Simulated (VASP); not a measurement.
A run of VASP 6.6.1:

File POSCAR:

```
Cd
1.0
    3.0802553740      0.0000000000      0.0000000000
   -1.5401276870      2.6675794041      0.0000000000
    0.0000000000      0.0000000000      5.6578966137
Cd
2
Direct
    0.3333333333      0.6666666667      0.2500000000
    0.6666666667      0.3333333333      0.7500000000
```

The input INCAR.step1:

```
PREC = Accurate
ENCUT = 520
ISMEAR = 0
SIGMA = 0.1
LREAL = False
LASPH = True
NELM = 100
NBANDS = 19
GGA = PE
ALGO = Normal
EDIFF = 1E-4
LWAVE = True
LCHARG = False
```

INCAR.step2

```
PREC = Accurate
ENCUT = 520
EDIFF = 1E-7
ISMEAR = 0
SIGMA = 0.1
LREAL = False
LASPH = True
NELM = 100
ALGO = Normal
ISIF = 2
LWAVE = False
LCHARG = False
METAGGA = R2SCAN
LMIXTAU = True
NBANDS = 19
ISTART = 1
```

The input KPOINTS:

```
Automatic mesh
0
Gamma
  24 24 10
```

Potentials or basis: VASP PAW PBE potentials, release 64 (Cd).

Run with:

```sh
$ cat potpaw_PBE.64/Cd/POTCAR > POTCAR
$ cp INCAR.step1 INCAR
$ mpirun -np 1 vasp_std > vasp.out
$ cp INCAR.step2 INCAR
$ mpirun -np 1 vasp_std > vasp.out
```

Hardware: 1 thread of Intel Xeon 8259CL, with other jobs on the host.

Question: How long does it take, and how much memory?

Answer: It took 16 min on 1 thread of Intel Xeon 8259CL (shared host), peak memory 0.37 GiB. Counts: k points 366.
